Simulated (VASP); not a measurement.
# NaI (Fm-3m) in VASP: settings compared

NaI is run at these levels: PBEsol, LDA; tasks: single point.

Everything below comes from runs of VASP 6.6.1. Logs are shortened: lines on timing, memory, paths and dates and some standing lists are left out, and cuts for length are marked.

## (1) The cell of the first run

The structure is cubic, space group Fm-3m (No. 225). Conventional cell: a = 6.262 Å, b = 6.262 Å, c = 6.262 Å, α = 90.00°, β = 90.00°, γ = 90.00°. Na (site symmetry m-3m) has 6 I at 3.13 Å within 4.1 Å. Within 4.1 Å of I (site symmetry m-3m) lie 6 Na at 3.13 Å.

## (2) Single point, PBEsol, non-collinear spin, zero start, spin-orbit coupling

File INCAR:

```
SYSTEM = NaI
PREC = Accurate ; ENCUT = 520
EDIFF = 1E-6 ; ISMEAR = 0
SIGMA = 0.01 ; LREAL = .FALSE.
LASPH = .TRUE. ; NELM = 150
ALGO = Normal ; ISIF = 2
LWAVE = .FALSE. ; LCHARG = .FALSE.
MAGMOM = 0 0 0 0 0 0 ; LORBIT = 11
LSORBIT = .TRUE. ; GGA_COMPAT = .FALSE.
LORBMOM = .TRUE. ; GGA = PS
NBANDS = 26
```

File KPOINTS:

```
regular mesh
0
G
  6 6 6
  0 0 0
```

File POSCAR:

```
NaI
1.0
    0.0000000000      3.1310871851      3.1310871851
    3.1310871851      0.0000000000      3.1310871851
    3.1310871851      3.1310871851      0.0000000000
Na I
1 1
Direct
    0.0000000000      0.0000000000      0.0000000000
    0.5000000000      0.5000000000      0.5000000000
```

Potentials or basis: VASP PAW PBE potentials, release 64 (Na_pv, I).

Launch:

```
$ cat potpaw_PBE.64/Na_pv/POTCAR potpaw_PBE.64/I/POTCAR > POTCAR
$ mpirun -np 1 vasp_ncl > vasp.out
```

OUTCAR:

```text
SYSTEM = NaI
   PREC = Accurate
   ENCUT = 520
   EDIFF = 1E-6
   ISMEAR = 0
   LREAL = .FALSE.
   LASPH = .TRUE.
   NELM = 150
   ISIF = 2
   LORBIT = 11
   LSORBIT = .TRUE.
   GGA = PS

 ion  position               nearest neighbor table
   1  0.000  0.000  0.000-   2 3.13   2 3.13   2 3.13   2 3.13   2 3.13   2 3.13
   2  0.500  0.500  0.500-   1 3.13   1 3.13   1 3.13   1 3.13   1 3.13   1 3.13

  LATTYP: Found a face centered cubic cell.
 ALAT       =     6.2621743702

  Lattice vectors:

 A1 = (   0.0000000000,   3.1310871851,   3.1310871851)
 A2 = (   3.1310871851,   0.0000000000,   3.1310871851)
 A3 = (   3.1310871851,   3.1310871851,   0.0000000000)

Analysis of symmetry for initial positions (statically):
=====================================================================
 Subroutine PRICEL returns:
 Original cell was already a primitive cell.

 Routine SETGRP: Setting up the symmetry group for a
 face centered cubic supercell.

 Subroutine GETGRP returns: Found 48 space group operations
 (whereof 48 operations were pure point group operations)
 out of a pool of 48 trial point group operations.

The static configuration has the point symmetry O_h .

Analysis of symmetry for dynamics (positions and initial velocities):
=====================================================================
 Subroutine PRICEL returns:
 Original cell was already a primitive cell.

 Routine SETGRP: Setting up the symmetry group for a
 face centered cubic supercell.

 Subroutine GETGRP returns: Found 48 space group operations
 (whereof 48 operations were pure point group operations)
 out of a pool of 48 trial point group operations.

The dynamic configuration has the point symmetry O_h .

Analysis of structural, dynamic, and magnetic symmetry:
=====================================================================
 Subroutine PRICEL returns:
 Original cell was already a primitive cell.

 Routine SETGRP: Setting up the symmetry group for a
 face centered cubic supercell.

 Subroutine GETGRP returns: Found 48 space group operations
 (whereof 48 operations were pure point group operations)
 out of a pool of 48 trial point group operations.

The overall configuration has the point symmetry O_h .

 Subroutine INISYM returns: Found 48 space group operations
 (whereof 48 operations are pure point group operations),
 and found     1 'primitive' translations

----------------------------------------------------------------------------------------

                                     Primitive cell

  volume of cell :      61.3925

  direct lattice vectors                    reciprocal lattice vectors
     0.000000000  3.131087185  3.131087185    -0.159688942  0.159688942  0.159688942
     3.131087185  0.000000000  3.131087185     0.159688942 -0.159688942  0.159688942
     3.131087185  3.131087185  0.000000000     0.159688942  0.159688942 -0.159688942

  length of vectors
     4.428025962  4.428025962  4.428025962     0.276589361  0.276589361  0.276589361

  position of ions in fractional coordinates (direct lattice)
     0.000000000  0.000000000  0.000000000
     0.500000000  0.500000000  0.500000000

  ion indices of the primitive-cell ions
   primitive index   ion index
                 1           1
                 2           2

----------------------------------------------------------------------------------------

 KPOINTS: regular mesh

Automatic generation of k-mesh.
 Grid dimensions read from file:
 generate k-points for:    6    6    6

 Generating k-lattice:

  Cartesian coordinates                     Fractional coordinates (reciprocal lattice)
    -0.026614824  0.026614824  0.026614824     0.166666667  0.000000000  0.000000000
     0.026614824 -0.026614824  0.026614824     0.000000000  0.166666667  0.000000000
     0.026614824  0.026614824 -0.026614824     0.000000000  0.000000000  0.166666667

  Length of vectors
     0.046098227  0.046098227  0.046098227

  Shift w.r.t. Gamma in fractional coordinates (k-lattice)
     0.000000000  0.000000000  0.000000000

 Subroutine IBZKPT returns following result:
 ===========================================

 Found     16 irreducible k-points:

 Following reciprocal coordinates:
            Coordinates               Weight
  0.000000  0.000000  0.000000      1.000000
  0.166667  0.000000  0.000000      8.000000
  0.333333  0.000000  0.000000      8.000000
  0.500000  0.000000  0.000000      4.000000
  0.166667  0.166667  0.000000      6.000000
  0.333333  0.166667  0.000000     24.000000
[... 8 lines left out ...]
 -0.333333  0.333333  0.166667     24.000000
 -0.333333  0.500000  0.166667     12.000000
   k-points           NKPTS =     16   k-points in BZ     NKDIM =     16   number of bands    NBANDS=     26
[... 27 lines left out ...]
   PSTRESS=    0.0 pullay stress
   NELECT =      14.0000    total number of electrons
   NUPDOWN=      -1.0000    fix difference up-down
   EMIN   =  10.00;   EMAX   =-10.00  energy-range for DOS
   EFERMI =   0.00;   METHOD = LEGACY
   ISMEAR =     0;   SIGMA  =   0.01  broadening in eV -4-tet -1-fermi 0-gaus
   EFERMI_NEDOS =   21; number of points for ismear=-14 and -15
   IALGO  =     38    algorithm
   IMIX   =      4    mixing-type and parameters
     AMIX     =   0.40;   BMIX     =  1.00
     AMIX_MAG =   1.60;   BMIX_MAG =  1.00
  volume/ion in A,a.u.               =      30.70       207.15
  Fermi-wavevector in a.u.,A,eV,Ry     =   1.000182  1.890070 13.610778  1.000364
  Thomas-Fermi vector in A             =   2.132521
   LORBIT       =     11    0 simple, 1 ext, 2 COOP (PROOUT), +10 PAW based schemes
   GGA     = PS    functional components
   LHFCALC =     F    Hartree Fock is set to
   AEXX    =    0.0000 exact exchange contribution
   IVDW    =     0    specifies the selected vdW correction
   LEPSILON=     F    determine dielectric tensor
   LRPA    =     F    only Hartree local field effects (RPA)
 Gauss-broadening in eV      SIGMA  =   0.01
  energy-cutoff  :      520.00
  volume of cell :       61.39
 maximum number of plane-waves:      3352
 NGX is ok and might be reduce to    36
   NGX = 17   NGY = 17   NGZ = 17

 number of electron      14.0000000 magnetization       0.0000000      0.0000000      0.0000000

 number of electron      14.0000007 magnetization      -0.0000000     -0.0000000     -0.0000000

 number of electron      14.0000007 magnetization       0.0000000     -0.0000000     -0.0000000

 number of electron      14.0000007 magnetization      -0.0000000      0.0000000      0.0000000

 Free energy of the ion-electron system (eV)
  ---------------------------------------------------
  ext. energy  EPLUGINS =         0.00000000
  ---------------------------------------------------
  free energy    TOTEN  =        -5.77499715 eV

  energy without entropy =       -5.77499715  energy(sigma->0) =       -5.77499715

 E-fermi :   1.8447     XC(G=0):  -8.2578

 val. band max:        1.7953826167   @ k =   0.0000   0.0000   0.0000
 cond. band min:       5.2301745753   @ k =   0.0000   0.0000   0.0000
 fundamental gap:      3.4347919585
 Fermi energy:         1.8447372826

 k-point     1 :       0.0000    0.0000    0.0000
  band No.  band energies     occupation
      1     -20.8235      1.00000
      2     -20.8235      1.00000
      3     -20.6458      1.00000
      4     -20.6458      1.00000
      5     -20.6458      1.00000
      6     -20.6458      1.00000
[... 453 lines left out ...]
     25      14.3314      0.00000
     26      14.3324      0.00000

------------------------ aborting loop because EDIFF is reached ----------------------------------------

  FORCE on cell =-STRESS in cart. coord.  units (eV):
  Direction    XX          YY          ZZ          XY          YZ          ZX
  --------------------------------------------------------------------------------------
  -------------------------------------------------------------------------------------
  Total        0.5467897      0.5467897      0.5467897      0.0000000      0.0000000     -0.0000000
  in kB       14.2697184     14.2697184     14.2697184      0.0000000      0.0000000     -0.0000000
  external PRESSURE =      14.2697184 kB  Pullay stress =       0.0000000 kB

 VOLUME and BASIS-vectors are now :
 -----------------------------------------------------------------------------
  energy-cutoff  :      520.00
  volume of cell :       61.39
      direct lattice vectors                 reciprocal lattice vectors
     0.000000000  3.131087185  3.131087185    -0.159688942  0.159688942  0.159688942
     3.131087185  0.000000000  3.131087185     0.159688942 -0.159688942  0.159688942
     3.131087185  3.131087185  0.000000000     0.159688942  0.159688942 -0.159688942

 POSITION                                       TOTAL-FORCE (eV/Angst)
 -----------------------------------------------------------------------------------
      0.00000      0.00000      0.00000         0.000000     -0.000000     -0.000000
      3.13109      3.13109      3.13109        -0.000000      0.000000      0.000000
 -----------------------------------------------------------------------------------
    total drift:                                0.000000      0.000000      0.000000

  FREE ENERGIE OF THE ION-ELECTRON SYSTEM (eV)
  ---------------------------------------------------
  free  energy   TOTEN  =        -5.7749971453 eV

  energy  without entropy=       -5.7749971453  energy(sigma->0) =       -5.77499715

 orbital moment (x)

 # of ion     p       d       tot
 ----------------------------------------
  1         0.000   0.000   0.000
  2         0.000   0.000   0.000
 ----------------------------------------
            0.000   0.000   0.000

 orbital moment (y)

 # of ion     p       d       tot
 ----------------------------------------
  1         0.000   0.000   0.000
  2         0.000   0.000   0.000
 ----------------------------------------
            0.000   0.000   0.000

 orbital moment (z)

 # of ion     p       d       tot
 ----------------------------------------
  1         0.000   0.000   0.000
  2         0.000   0.000   0.000
 ----------------------------------------
            0.000   0.000   0.000

 Spin-Orbit-Coupling matrix elements

 Ion:    1  E_soc:     -0.0007952
 l=   1
     0.0000000    -0.0001325    -0.0001325
    -0.0001325     0.0000000    -0.0001325
    -0.0001325    -0.0001325     0.0000000
 l=   2
     0.0000000     0.0000000     0.0000000     0.0000000     0.0000000
     0.0000000     0.0000000     0.0000000     0.0000000     0.0000000
     0.0000000     0.0000000     0.0000000     0.0000000     0.0000000
     0.0000000     0.0000000     0.0000000     0.0000000     0.0000000
     0.0000000     0.0000000     0.0000000     0.0000000     0.0000000
 l=   3
     0.0000000     0.0000000     0.0000000     0.0000000     0.0000000     0.0000000     0.0000000
     0.0000000     0.0000000     0.0000000     0.0000000     0.0000000     0.0000000     0.0000000
     0.0000000     0.0000000     0.0000000     0.0000000     0.0000000     0.0000000     0.0000000
     0.0000000     0.0000000     0.0000000     0.0000000     0.0000000     0.0000000     0.0000000
     0.0000000     0.0000000     0.0000000     0.0000000     0.0000000     0.0000000     0.0000000
     0.0000000     0.0000000     0.0000000     0.0000000     0.0000000     0.0000000     0.0000000
     0.0000000     0.0000000     0.0000000     0.0000000     0.0000000     0.0000000     0.0000000

 Ion:    2  E_soc:     -0.2482931
 l=   1
     0.0000000    -0.0413672    -0.0413672
    -0.0413672     0.0000000    -0.0413672
    -0.0413672    -0.0413672     0.0000000
 l=   2
     0.0000000    -0.0000032     0.0000000    -0.0000032    -0.0000119
    -0.0000032     0.0000000    -0.0000089    -0.0000032    -0.0000030
     0.0000000    -0.0000089     0.0000000    -0.0000089     0.0000000
    -0.0000032    -0.0000032    -0.0000089     0.0000000    -0.0000030
    -0.0000119    -0.0000030     0.0000000    -0.0000030     0.0000000
 l=   3
     0.0000000     0.0000000     0.0000000     0.0000000     0.0000000     0.0000000     0.0000000
     0.0000000     0.0000000     0.0000000     0.0000000     0.0000000     0.0000000     0.0000000
     0.0000000     0.0000000     0.0000000     0.0000000     0.0000000     0.0000000     0.0000000
     0.0000000     0.0000000     0.0000000     0.0000000     0.0000000     0.0000000     0.0000000
     0.0000000     0.0000000     0.0000000     0.0000000     0.0000000     0.0000000     0.0000000
     0.0000000     0.0000000     0.0000000     0.0000000     0.0000000     0.0000000     0.0000000
     0.0000000     0.0000000     0.0000000     0.0000000     0.0000000     0.0000000     0.0000000

 total charge

# of ion       s       p       d       tot
------------------------------------------
    1        0.050   5.982   0.000   6.032
    2        1.494   2.855   0.004   4.353
--------------------------------------------------
tot          1.543   8.837   0.004  10.384

 magnetization (x)

# of ion       s       p       d       tot
------------------------------------------
    1        0.000   0.000   0.000   0.000
    2       -0.000   0.000   0.000  -0.000
--------------------------------------------------
tot         -0.000   0.000   0.000  -0.000

 magnetization (y)

# of ion       s       p       d       tot
------------------------------------------
    1        0.000  -0.000   0.000  -0.000
    2       -0.000   0.000   0.000  -0.000
--------------------------------------------------
tot         -0.000  -0.000   0.000  -0.000

 magnetization (z)

# of ion       s       p       d       tot
------------------------------------------
    1        0.000  -0.000   0.000   0.000
    2       -0.000   0.000  -0.000  -0.000
--------------------------------------------------
tot         -0.000  -0.000  -0.000  -0.000
```

Run time: 2 min. Hardware: 1 thread of Intel Xeon Platinum 8259CL at 2.50GHz (Skylake/Cascade Lake), shared host; peak memory 0.4 GiB.

Results:

- Free energy: -5.7750 eV
- Pressure: 1.4 GPa
- Net moment: 0.00 μB per cell
- Valence electrons inside the program's atomic spheres: Na 6.03; I 4.35

Moments on the atoms (μB; x, y, z):
```
Na  0.00 0.00 0.00
I   0.00 0.00 0.00
```

Caveat: the PAW data sets were made with another functional, which shifts forces and pressure a little.

## (3) Single point, LDA, non-collinear spin, zero start, spin-orbit coupling

This run uses another cell than the first one, of 31.16 Å³/atom, 1.015 times its volume.

File INCAR:

```
  ALGO = Normal
  EDIFF = 1E-6
  ENCUT = 520
  GGA_COMPAT = F
  ISIF = 2
  ISMEAR = 0
  LASPH = T
  LCHARG = F
  LNONCOLLINEAR = T
  LORBIT = 11
  LORBMOM = T
  LREAL = F
  LSORBIT = T
  LWAVE = F
  MAGMOM = 0 0 0 0 0 0
  NBANDS = 26
  NELM = 150
  PREC = Accurate
  SIGMA = 0.01
```

File KPOINTS:

```
k-points
0
Gamma
  6 6 6
```

File POSCAR:

```
NaI
1.0
    0.0000000000      3.1467426210      3.1467426210
    3.1467426210      0.0000000000      3.1467426210
    3.1467426210      3.1467426210      0.0000000000
Na I
1 1
Direct
    0.0000000000      0.0000000000      0.0000000000
    0.5000000000      0.5000000000      0.5000000000
```

Potentials or basis: VASP PAW LDA potentials, release 64 (Na_pv, I).

Launch:

```
$ cat potpaw_LDA.64/Na_pv/POTCAR potpaw_LDA.64/I/POTCAR > POTCAR
$ mpirun -np 1 vasp_ncl > vasp.out
```

It took 56 s on 1 thread of Intel Xeon Platinum 8259CL at 2.50GHz (Skylake/Cascade Lake), shared host; peak memory 0.31 GiB.

It converged, with:

```
Free energy                                           : -6.1450 eV
Pressure                                              : -0.2 GPa
Net moment                                            : 0.00 μB per cell
Valence electrons inside the program's atomic spheres : Na 6.03; I 4.36
```

Moments on the atoms (μB; x, y, z):
```
Na  0.00 0.00 0.00
I   0.00 0.00 0.00
```
